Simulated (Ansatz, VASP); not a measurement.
**Sb in VASP and in Ansatz**

```
Sb
1.0
     2.19278    1.26600    3.81743
    -2.19278    1.26600    3.81743
     0.00000   -2.53200    3.81743
Sb
2
Direct
  0.23364 0.23364 0.23364
  0.76636 0.76636 0.76636
```

Change from the starting cell: volume scaled by 1.06, crystal datasets.

Alike in both runs: task electric field gradients; functional LDA; k mesh 12 × 12 × 12; occupations fermi-dirac, width 0.03 eV; no spin polarisation.

|  | VASP | Ansatz |
| --- | --- | --- |
| version | VASP 6.6.1 | Ansatz 0.2.0 |
| potentials or method | VASP PAW LDA potentials, release 64 (Sb), cutoff 520 eV | all-electron PAW with datasets made for the crystal, scalar-relativistic |

Ansatz gave:

| Quantity | Value |
| --- | --- |
| pressure (GPa) | -3.7 |
| traceless stress, the component that is largest in VASP (GPa) | 0.15 |
| rms of the force components (eV/Å) | 0.114 |
| size of Vzz on the site where it differs most (V/Å²) | 46.1 |

Task: What did VASP give for the same quantities?

Result: Pressure (GPa): -3.6; traceless stress, the component that is largest in VASP (GPa): 0.10; rms of the force components (eV/Å): 0.083; size of Vzz on the site where it differs most (V/Å²): 42.9.

LDA's correlation is that of Perdew and Zunger in VASP and of Perdew and Wang (1992) in Ansatz. Atom by atom the forces differ by 0.031 eV/Å (rms over components). Ansatz ran all-electron here, and VASP with PAW potentials.

Spin-orbit coupling is off throughout.
